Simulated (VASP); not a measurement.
# NbP in VASP: further runs

The runs below take NbP through single point, relaxation of cell and atoms, with PBE, PBEsol, PBEsol+U.

All numbers are computed with VASP 6.6.1; they aren't measurements. Logs are shortened: lines on timing, memory, paths and dates and some standing lists are left out, and cuts for length are marked.

## (1) The cell of the first run

It takes space group I4_1md (No. 109, tetragonal). The conventional cell has a = 3.305 Å, b = 3.305 Å, c = 11.325 Å, α = 90.00°, β = 90.00°, γ = 90.00°. Within 3.4 Å of Nb (site symmetry 2mm) lie 6 P at 2.51 to 2.52 Å and 8 Nb at 3.28 to 3.30 Å. Within 3.4 Å of P (site symmetry 2mm) lie 6 Nb at 2.51 to 2.52 Å and 8 P at 3.28 to 3.30 Å.

## (2) Single point, PBE

Contents of INCAR:

```
PREC     = Accurate       # precision mode
ENCUT    = 520            # plane-wave cutoff, eV
EDIFF    = 1E-7           # SCF threshold, eV
ISMEAR   = -1             # smearing method
SIGMA    = 0.05           # smearing width, eV
LREAL    = F              # projectors in reciprocal space
LASPH    = T              # aspherical terms in the spheres
NELM     = 60             # most SCF steps
ALGO     = Normal         # electronic algorithm
ISIF     = 2              # what is computed and relaxed
LWAVE    = F              # write WAVECAR
LCHARG   = F              # write CHGCAR
GGA      = PE             # functional
NBANDS   = 26             # bands
```

Contents of KPOINTS:

```
Automatic mesh
0
Gamma
  11 11 11
```

Contents of POSCAR:

```
NbP
1.0
   -1.6522863814      1.6522863814      5.6625296365
    1.6522863814     -1.6522863814      5.6625296365
    1.6522863814      1.6522863814     -5.6625296365
Nb P
2 2
Direct
    0.2498808000      0.7498808000      0.5000000000
    0.4998808000      0.4998808000      0.0000000000
    0.8327477700      0.3327477700      0.5000000000
    0.0827477700      0.0827477700      0.0000000000
```

Potentials or basis: VASP PAW PBE potentials, release 64 (Nb_sv, P).

Started as:

```bash
cat potpaw_PBE.64/Nb_sv/POTCAR potpaw_PBE.64/P/POTCAR > POTCAR
mpirun -np 1 vasp_std > vasp.out
```

OUTCAR:

```text
PREC = Accurate
   ENCUT = 520
   EDIFF = 1E-7
   ISMEAR = -1
   LREAL = F
   LASPH = T
   NELM = 60
   ISIF = 2
   GGA = PE

 ion  position               nearest neighbor table
   1  0.250  0.750  0.500-   4 2.51   4 2.51   3 2.52   3 2.52   3 2.52   3 2.52
   2  0.500  0.500  0.000-   3 2.51   3 2.51   4 2.52   4 2.52   4 2.52   4 2.52
   3  0.833  0.333  0.500-   2 2.51   2 2.51   1 2.52   1 2.52   1 2.52   1 2.52
   4  0.083  0.083  0.000-   1 2.51   1 2.51   2 2.52   2 2.52   2 2.52   2 2.52

  LATTYP: Found a body centered tetragonal cell.
 ALAT       =     3.3045727628
 C/A-ratio  =     3.4270872775

  Lattice vectors:

 A1 = (  -1.6522863814,   1.6522863814,   5.6625296365)
 A2 = (   1.6522863814,  -1.6522863814,   5.6625296365)
 A3 = (   1.6522863814,   1.6522863814,  -5.6625296365)

Analysis of symmetry for initial positions (statically):
=====================================================================
 Subroutine PRICEL returns:
 Original cell was already a primitive cell.

 Routine SETGRP: Setting up the symmetry group for a
 body centered tetragonal supercell.

 Subroutine GETGRP returns: Found  8 space group operations
 (whereof  4 operations were pure point group operations)
 out of a pool of 16 trial point group operations.

The static configuration has the point symmetry C_2v.
 The point group associated with its full space group is C_4v.

Analysis of symmetry for dynamics (positions and initial velocities):
=====================================================================
 Subroutine PRICEL returns:
 Original cell was already a primitive cell.

 Routine SETGRP: Setting up the symmetry group for a
 body centered tetragonal supercell.

 Subroutine GETGRP returns: Found  8 space group operations
 (whereof  4 operations were pure point group operations)
 out of a pool of 16 trial point group operations.

The dynamic configuration has the point symmetry C_2v.
 The point group associated with its full space group is C_4v.

 Subroutine INISYM returns: Found  8 space group operations
 (whereof  4 operations are pure point group operations),
 and found     1 'primitive' translations

----------------------------------------------------------------------------------------

                                     Primitive cell

[... 91 lines left out ...]
   LASPH  =      T    aspherical Exc in radial PAW
   ENCUT  =  520.0 eV  38.22 Ry    6.18 a.u.  11.39 11.39 11.39*2*pi/ulx,y,z
   NELM   =     60;   NELMIN=  2; NELMDL= -5     # of ELM steps
   EDIFF  = 0.1E-06   stopping-criterion for ELM
   LREAL  =      F    real-space projection
   EDIFFG = 0.1E-05   stopping-criterion for IOM
   NSW    =      0    number of steps for IOM
   IBRION =     -1    ionic relax: 0-MD 1-quasi-New 2-CG
   NFREE  =      0    steps in history (QN), initial steepest desc. (CG)
   ISIF   =      2    stress and relaxation
   ISYM   =      2    0-nonsym 1-usesym 2-fastsym
   POTIM  = 0.5000    time-step for ionic-motion
   TEBEG  =    0.0;   TEEND  =   0.0 temperature during run
   PSTRESS=    0.0 pullay stress
   NELECT =      36.0000    total number of electrons
   NUPDOWN=      -1.0000    fix difference up-down
   EMIN   =  10.00;   EMAX   =-10.00  energy-range for DOS
   EFERMI =   0.00;   METHOD = LEGACY
   ISMEAR =    -1;   SIGMA  =   0.05  broadening in eV -4-tet -1-fermi 0-gaus
   EFERMI_NEDOS =   21; number of points for ismear=-14 and -15
   IALGO  =     38    algorithm
   IMIX   =      4    mixing-type and parameters
     AMIX     =   0.40;   BMIX     =  1.00
     AMIX_MAG =   1.60;   BMIX_MAG =  1.00
  volume/ion in A,a.u.               =      15.46       104.32
  Fermi-wavevector in a.u.,A,eV,Ry     =   1.366979  2.583216 25.424289  1.868633
  Thomas-Fermi vector in A             =   2.493072
   LORBIT       =      0    0 simple, 1 ext, 2 COOP (PROOUT), +10 PAW based schemes
   GGA     = PE    functional components
   LHFCALC =     F    Hartree Fock is set to
   AEXX    =    0.0000 exact exchange contribution
   IVDW    =     0    specifies the selected vdW correction
   LEPSILON=     F    determine dielectric tensor
   LRPA    =     F    only Hartree local field effects (RPA)
 non-spin polarized calculation
  energy-cutoff  :      520.00
  volume of cell :       61.84
 maximum number of plane-waves:      1686
 NGX is ok and might be reduce to    48
   NGX = 23   NGY = 23   NGZ = 23

 number of electron      36.0000001 magnetization

 Free energy of the ion-electron system (eV)
  ---------------------------------------------------
  ext. energy  EPLUGINS =         0.00000000
  ---------------------------------------------------
  free energy    TOTEN  =       -35.27461544 eV

  energy without entropy =      -35.26920806  energy(sigma->0) =      -35.27191175

 E-fermi :  11.1107     XC(G=0): -12.1889

 val. band max:       11.1072668268   @ k =  -0.0909   0.4545   0.0909
 cond. band min:      11.1165516481   @ k =  -0.3636   0.4545   0.3636
 fundamental gap:      0.0092848213
 Fermi energy:        11.1107279062

 k-point     1 :       0.0000    0.0000    0.0000
  band No.  band energies     occupation
      1     -43.7263      2.00000
      2     -43.6815      2.00000
      3     -20.0474      2.00000
      4     -19.7967      2.00000
      5     -19.7967      2.00000
      6     -19.6453      2.00000
[... 685 lines left out ...]
     25      15.5379      0.00000
     26      16.7896      0.00000

 [... further k-points ...]

------------------------ aborting loop because EDIFF is reached ----------------------------------------

  FORCE on cell =-STRESS in cart. coord.  units (eV):
  Direction    XX          YY          ZZ          XY          YZ          ZX
  --------------------------------------------------------------------------------------
  -------------------------------------------------------------------------------------
  Total        2.8086329      2.8086329      2.1831910      0.0000000      0.0000000      0.0000000
  in kB       72.7720202     72.7720202     56.5667443      0.0000000      0.0000000      0.0000000
  external PRESSURE =      67.3702616 kB  Pullay stress =       0.0000000 kB

 VOLUME and BASIS-vectors are now :
 -----------------------------------------------------------------------------
  energy-cutoff  :      520.00
  volume of cell :       61.84
      direct lattice vectors                 reciprocal lattice vectors
    -1.652286381  1.652286381  5.662529637     0.000000000  0.302610979  0.088299759
     1.652286381 -1.652286381  5.662529637     0.302610979  0.000000000  0.088299759
     1.652286381  1.652286381 -5.662529637     0.302610979  0.302610979  0.000000000

 POSITION                                       TOTAL-FORCE (eV/Angst)
 -----------------------------------------------------------------------------------
      1.65229     -0.00000      2.82991        -0.000000      0.000000      0.029831
      0.00000      0.00000      5.66118         0.000000     -0.000000      0.029831
     -0.00000      1.65229      3.76839         0.000000     -0.000000     -0.029831
      0.00000      0.00000      0.93712        -0.000000      0.000000     -0.029831
 -----------------------------------------------------------------------------------
    total drift:                                0.000000      0.000000     -0.000023

  FREE ENERGIE OF THE ION-ELECTRON SYSTEM (eV)
  ---------------------------------------------------
  free  energy   TOTEN  =       -35.2746154384 eV

  energy  without entropy=      -35.2692080593  energy(sigma->0) =      -35.27191175
```

OSZICAR:

```text
N       E                     dE             d eps       ncg     rms          rms(c)
DAV:   1     0.356089237758E+03    0.35609E+03   -0.19079E+04  6552   0.139E+03
DAV:   2    -0.766511469796E+01   -0.36375E+03   -0.35294E+03  7758   0.511E+02
DAV:   3    -0.359083554226E+02   -0.28243E+02   -0.27722E+02 12216   0.107E+02
DAV:   4    -0.374504547938E+02   -0.15421E+01   -0.15338E+01  9552   0.206E+01
DAV:   5    -0.375229010235E+02   -0.72446E-01   -0.72382E-01 11664   0.488E+00    0.135E+01
DAV:   6    -0.352537366561E+02    0.22692E+01   -0.77171E+00 10080   0.196E+01    0.506E+00
DAV:   7    -0.352743991744E+02   -0.20663E-01   -0.63664E-01 10278   0.424E+00    0.319E+00
DAV:   8    -0.352740536540E+02    0.34552E-03   -0.69573E-02  9514   0.182E+00    0.446E-01
DAV:   9    -0.352742516151E+02   -0.19796E-03   -0.87772E-03 11300   0.559E-01    0.333E-01
DAV:  10    -0.352746493697E+02   -0.39775E-03   -0.20111E-03  7736   0.420E-01    0.743E-02
DAV:  11    -0.352746200236E+02    0.29346E-04   -0.13042E-04 10104   0.987E-02    0.253E-02
DAV:  12    -0.352746174412E+02    0.25825E-05   -0.62791E-06  9970   0.231E-02    0.944E-03
DAV:  13    -0.352746156271E+02    0.18140E-05   -0.11823E-06 10066   0.103E-02    0.251E-03
DAV:  14    -0.352746153867E+02    0.24044E-06   -0.10287E-07  5476   0.255E-03    0.301E-04
DAV:  15    -0.352746154384E+02   -0.51747E-07   -0.27378E-08  4484   0.192E-03
   1 F= -.35274615E+02 E0= -.35271912E+02  d E =-.540738E-02
```

Run time: 9.6 min. Hardware: 1 thread of AMD EPYC 9R14 (Zen 4), shared host; peak memory 0.39 GiB.

What came out:

* Free energy: -35.2746 eV
* Pressure: 6.7 GPa
* Largest force: 0.030 eV/Å
* Band gap on the k mesh: zero (bands 18 and 19 overlap by 0.01 eV)

Forces in eV/Å, atoms in the order of the input:
```
Nb   0.000  0.000  0.030
Nb   0.000  0.000  0.030
P    0.000  0.000 -0.030
P    0.000  0.000 -0.030
```

Caveat: the cell stands under pressure.

## (3) Single point, PBE

This run uses another cell than the first one, of 15.78 Å³/atom.

Contents of INCAR:

```
PREC = Accurate ; ENCUT = 520
EDIFF = 1E-6 ; ISMEAR = -1
SIGMA = 0.05 ; LREAL = F
LASPH = T ; NELM = 80
ALGO = Normal ; ISIF = 2
LWAVE = F ; LCHARG = T
GGA = PE ; LELF = T
LVHAR = T ; NBANDS = 26
```

Contents of KPOINTS:

```
regular mesh
0
Gamma
  11 11 11
```

Contents of POSCAR:

```
NbP
1.0
   -1.6636818200      1.6636818200      5.7015827992
    1.6636818200     -1.6636818200      5.7015827992
    1.6636818200      1.6636818200     -5.7015827992
Nb P
2 2
Direct
    0.2498808000      0.7498808000      0.5000000000
    0.4998808000      0.4998808000      0.0000000000
    0.8327477700      0.3327477700      0.5000000000
    0.0827477700      0.0827477700      0.0000000000
```

Potentials or basis: VASP PAW PBE potentials, release 64 (Nb_sv, P).

Started as:

```bash
cat potpaw_PBE.64/Nb_sv/POTCAR potpaw_PBE.64/P/POTCAR > POTCAR
mpirun -np 1 vasp_std > vasp.out
```

Wall time 9.4 min (1 thread of AMD EPYC 9R14 (Zen 4), shared host); peak memory 0.39 GiB.

Results (log left out):

```yaml
Free_energy: -35.3118 eV
Pressure: 2.4 GPa
Largest_force: 0.022 eV/Å
Band_gap_on_the_k_mesh: zero (filled and empty bands overlap)
```

Forces on the atoms (eV/Å):
```
Nb   0.000  0.000  0.022
Nb   0.000  0.000  0.022
P    0.000  0.000 -0.022
P    0.000  0.000 -0.022
```

Stress tensor (GPa, compression positive):
```
2.73 0.00 0.00
0.00 2.73 0.00
0.00 0.00 1.79
```

Levels at points of the mesh, in eV from the Fermi level:
```
           k point  band 15  band 16  band 17  band 18  band 19  band 20  band 21  band 22
(0.00, 0.00, 0.00)    -2.18    -1.75    -1.36    -1.36     0.85     1.64     2.71     3.22
```

## (4) Single point, PBE

This run uses another cell than the first one, of 16.75 Å³/atom.

Contents of INCAR:

```
SYSTEM = NbP
ALGO = Normal ; EDIFF = 1E-6
ENCUT = 520 ; GGA = PE
ISIF = 2 ; ISMEAR = -1
LASPH = .TRUE. ; LCHARG = .FALSE.
LREAL = .FALSE. ; LWAVE = .FALSE.
NBANDS = 26 ; NELM = 80
PREC = Accurate ; SIGMA = 0.05
```

Contents of KPOINTS:

```
k-points
0
G
  11 11 11
  0 0 0
```

Contents of POSCAR:

```
NbP
1.0
   -1.6969642459      1.6969642459      5.8156445774
    1.6969642459     -1.6969642459      5.8156445774
    1.6969642459      1.6969642459     -5.8156445774
Nb P
2 2
Direct
    0.2498808000      0.7498808000      0.5000000000
    0.4998808000      0.4998808000      0.0000000000
    0.8327477700      0.3327477700      0.5000000000
    0.0827477700      0.0827477700      0.0000000000
```

Started as:

```bash
cat potpaw_PBE.64/Nb_sv/POTCAR potpaw_PBE.64/P/POTCAR > POTCAR
mpirun -np 1 vasp_std > vasp.out
```

Run time: 10 min. Hardware: 1 thread of AMD EPYC 9R14 (Zen 4), shared host; peak memory 0.4 GiB.

The run converged. Its results:

* Free energy: -35.2387 eV
* Pressure: -8.1 GPa
* Band gap on the k mesh: zero (filled and empty bands touch)

Forces in eV/Å, atoms in the order of the input:
```
Nb   0.000  0.000  0.002
Nb   0.000  0.000  0.002
P    0.000  0.000 -0.002
P    0.000  0.000 -0.002
```

Stress tensor (GPa, compression positive):
```
-8.31  0.00  0.00
 0.00 -8.31  0.00
 0.00  0.00 -7.62
```

Levels at points of the mesh, in eV from the Fermi level:
| k point | band 14 | band 15 | band 16 | band 17 | band 18 | band 19 | band 20 | band 21 | band 22 | band 23 |
| --- | --- | --- | --- | --- | --- | --- | --- | --- | --- | --- |
| (0.00, 0.00, 0.00) | -2.18 | -2.02 | -1.62 | -1.34 | -1.34 | 0.79 | 1.50 | 2.51 | 2.96 | 2.96 |

Caveat: the cell stands under tension.

## (5) Single point, PBE

This run uses another cell than the first one, of 17.07 Å³/atom.

Contents of INCAR:

```
PREC = Accurate ; ENCUT = 520
EDIFF = 1E-6 ; ISMEAR = -1
SIGMA = 0.05 ; LREAL = F
LASPH = T ; NELM = 60
ALGO = Normal ; ISIF = 2
LWAVE = F ; LCHARG = F
GGA = PE ; NBANDS = 26
```

Contents of KPOINTS:

```
regular mesh
0
Gamma
  11 11 11
```

Contents of POSCAR:

```
NbP
1.0
   -1.7077732268      1.7077732268      5.8526878982
    1.7077732268     -1.7077732268      5.8526878982
    1.7077732268      1.7077732268     -5.8526878982
Nb P
2 2
Direct
    0.2498808000      0.7498808000      0.5000000000
    0.4998808000      0.4998808000      0.0000000000
    0.8327477700      0.3327477700      0.5000000000
    0.0827477700      0.0827477700      0.0000000000
```

Started as:

```bash
cat potpaw_PBE.64/Nb_sv/POTCAR potpaw_PBE.64/P/POTCAR > POTCAR
mpirun -np 1 vasp_std > vasp.out
```

Wall time 10 min (1 thread of AMD EPYC 9R14 (Zen 4), shared host); peak memory 0.4 GiB.

The run converged. Its results:

* Free energy: -35.1629 eV
* Pressure: -10.9 GPa
* Largest force: 0.003 eV/Å
* Band gap on the k mesh: zero (filled and empty bands overlap)

Forces on the atoms (eV/Å):
```
Nb   0.000  0.000 -0.003
Nb   0.000  0.000 -0.003
P    0.000  0.000  0.003
P    0.000  0.000  0.003
```

Stress tensor (GPa, compression positive):
```
-11.26   0.00   0.00
  0.00 -11.26   0.00
  0.00   0.00 -10.13
```

Levels at points of the mesh, in eV from the Fermi level:
| k point | band 14 | band 15 | band 16 | band 17 | band 18 | band 19 | band 20 | band 21 | band 22 | band 23 |
| --- | --- | --- | --- | --- | --- | --- | --- | --- | --- | --- |
| (0.00, 0.00, 0.00) | -2.16 | -1.96 | -1.58 | -1.33 | -1.33 | 0.77 | 1.45 | 2.45 | 2.88 | 2.88 |

Caveat: the cell stands under tension.

[end of part 1 of 2]

The gap in the log of VASP goes by the Fermi energy; the results here count the filled bands.